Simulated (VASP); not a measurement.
Write the native input for VASP 6.6.1 that does the following.

- Task: relaxation of cell and atoms
- Functional: PBE
- Dispersion: D3(BJ)
- Potentials or basis: VASP PAW PBE potentials, release 64 (Br, K_sv)
- Cutoff: 600 eV
- k mesh: 7 × 7 × 7
- Occupations: fermi-dirac, width 0.05 eV
- Spin: no spin polarisation
- Dipole correction: no
- Further INCAR settings: ALGO = Normal; EDIFF = 1e-06; IBRION = 2; EDIFFG = -0.01; NSW = 80; ISIF = 3

The structure of KBr lies in POSCAR:

```
KBr
1.0
    0.0000000000      3.3000000000      3.3000000000
    3.3000000000      0.0000000000      3.3000000000
    3.3000000000      3.3000000000      0.0000000000
Br K
1 1
Direct
    0.5000000000      0.5000000000      0.5000000000
    0.0000000000      0.0000000000      0.0000000000
```

The input as run:

INCAR

```
SYSTEM = KBr
PREC = Accurate
ENCUT = 600
EDIFF = 1E-6
ISMEAR = -1
SIGMA = 0.05
LREAL = .False.
LASPH = .True.
NELM = 60
ALGO = Normal
ISIF = 3
LWAVE = .False.
LCHARG = .False.
GGA = PE
IVDW = 12
IBRION = 2
NSW = 80
EDIFFG = -0.01
```

KPOINTS

```
Automatic mesh
0
Gamma
  7 7 7
  0 0 0
```

Potentials or basis: VASP PAW PBE potentials, release 64 (Br, K_sv).

Launch:

```console
$ cat potpaw_PBE.64/Br/POTCAR potpaw_PBE.64/K_sv/POTCAR > POTCAR
$ mpirun -np 1 vasp_std > vasp.out
```

It gave:

```yaml
Relaxed_volume: 35.58 Å³/atom
Relaxed_cell: a = 4.651 Å, b = 4.651 Å, c = 4.651 Å, α = 60.00°, β = 60.00°, γ = 60.00°
Space_group_after_relaxing_to_0.1_Å: Fm-3m (No. 225)
Energy_gained_by_relaxing: 0.3 meV/atom
Ionic_steps: 3
Pressure_after_relaxing: 0.0 GPa
Band_gap_on_the_k_mesh: 4.46 eV
Dispersion_energy_per_atom: -0.209 eV
```

It took 46 s on 1 thread of Intel(R) Xeon(R) Platinum 8259CL CPU @ 2.50GHz (Skylake/Cascade Lake), on a shared host, peak memory 0.26 GiB.
